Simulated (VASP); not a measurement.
Input of a VASP 6.6.1 run:

File INCAR:

```
SYSTEM = SiNi2
PREC     = Accurate       ! precision mode
ENCUT    = 600            ! plane-wave cutoff, eV
EDIFF    = 1E-6           ! SCF threshold, eV
ISMEAR   = -1             ! smearing method
SIGMA    = 0.05           ! smearing width, eV
LREAL    = .FALSE.        ! projectors in reciprocal space
LASPH    = .TRUE.         ! aspherical terms in the spheres
NELM     = 150            ! most SCF steps
ALGO     = Fast           ! electronic algorithm
ISIF     = 3              ! what is computed and relaxed
LWAVE    = .FALSE.        ! write WAVECAR
LCHARG   = .FALSE.        ! write CHGCAR
ISPIN    = 2              ! spin polarisation
MAGMOM   = 1 1 1 1 0 0    ! initial moments
LORBIT   = 11             ! projections on sites
LMAXMIX  = 4              ! l up to which the mixer works
GGA      = RE             ! functional
IVDW     = 13             ! dispersion correction
IBRION   = 2              ! ionic algorithm
NSW      = 60             ! ionic steps
EDIFFG   = -0.01          ! ionic threshold
```

File KPOINTS:

```
Automatic mesh
0
G
  8 8 6
  0 0 0
```

File POSCAR:

```
SiNi2
1.0
    3.8360000000      0.0000000000      0.0000000000
   -1.9180000000      3.3220734489      0.0000000000
    0.0000000000      0.0000000000      4.9480000000
Ni Si
4 2
Direct
    0.6666666667      0.3333333333      0.7500000000
    0.3333333333      0.6666666667      0.2500000000
    0.0000000000      0.0000000000      0.5000000000
    0.0000000000      0.0000000000      0.0000000000
    0.6666666667      0.3333333333      0.2500000000
    0.3333333333      0.6666666667      0.7500000000
```

Potentials or basis: VASP PAW PBE potentials, release 64 (Ni, Si).

Run with:

```bash
$ cat potpaw_PBE.64/Ni/POTCAR potpaw_PBE.64/Si/POTCAR > POTCAR
$ mpirun -np 1 vasp_std > vasp.out
```

**Question.** What does it give for the net moment?

**Answer.** 0.00 μB per cell.

**Question.** Estimate the relaxed volume.

**Answer.** 10.54 Å³/atom.

Final structure:
```
Ni Si
1.0
     3.86259    0.00000    0.00000
    -1.93130    3.34510    0.00000
     0.00000    0.00000    4.89270
Ni Si
4 2
Direct
  0.66667 0.33333 0.75000
  0.33333 0.66667 0.25000
  0.00000 0.00000 0.50000
  0.00000 0.00000 0.00000
  0.66667 0.33333 0.25000
  0.33333 0.66667 0.75000
```

Caveat: the moments typed at the start vanished in this run; the PAW data sets were made with another functional, which shifts forces and pressure a little.
